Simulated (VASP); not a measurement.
## BN: single point with PBE

Crystal: BN.

```xyz
4
Lattice="2.4982 0.0000 0.0000 -1.2491 2.1635 0.0000 0.0000 0.0000 6.6357" Properties=species:S:1:pos:R:3 pbc="T T T"
B     0.0000    1.4424    1.6589
B     1.2491    0.7212    4.9768
N     0.0000    1.4424    4.9768
N     1.2491    0.7212    1.6589
```

```yaml
Program: VASP 6.6.1
Task: single point
Functional: PBE
Potentials_or_basis: VASP PAW PBE potentials, release 64 (B, N)
Cutoff: 600 eV
k_mesh: 12 × 12 × 4
Occupations: gaussian, width 0.01 eV
Spin: no spin polarisation
```

```yaml
Pressure: 5.0 GPa
Band_gap_on_the_k_mesh: 4.29 eV (least direct gap 4.66 eV)
```

Stress tensor (GPa, compression positive):
```
6.10 0.00 0.00
0.00 6.10 0.00
0.00 0.00 2.75
```

Levels at points of the mesh, in eV from the valence-band top:
| k point | band 5 | band 6 | band 7 | band 8 | band 9 | band 10 | band 11 | band 12 |
| --- | --- | --- | --- | --- | --- | --- | --- | --- |
| (0.00, 0.00, 0.00) | -1.32 | -1.32 | -1.29 | -1.29 | 5.27 | 10.35 | 11.61 | 11.61 |
| (0.50, 0.00, 0.00) | -4.15 | -4.09 | -1.45 | -0.43 | 4.29 | 5.66 | 9.60 | 10.03 |
| (0.00, 0.00, 0.50) | -1.30 | -1.30 | -1.30 | -1.30 | 7.64 | 7.64 | 11.67 | 11.67 |
| (0.50, 0.00, 0.50) | -4.12 | -4.12 | -0.92 | -0.92 | 4.75 | 4.75 | 9.99 | 9.99 |

Wall time 23 s on 1 thread of AMD EPYC 7R13 Processor (Zen 3), with other jobs on the host, peak memory 0.14 GiB.

Caveat: the cell stands under pressure; this functional lacks dispersion, which binds the layers, so the pressure and a relaxed spacing across them are unreliable. A k mesh can miss the band edges.
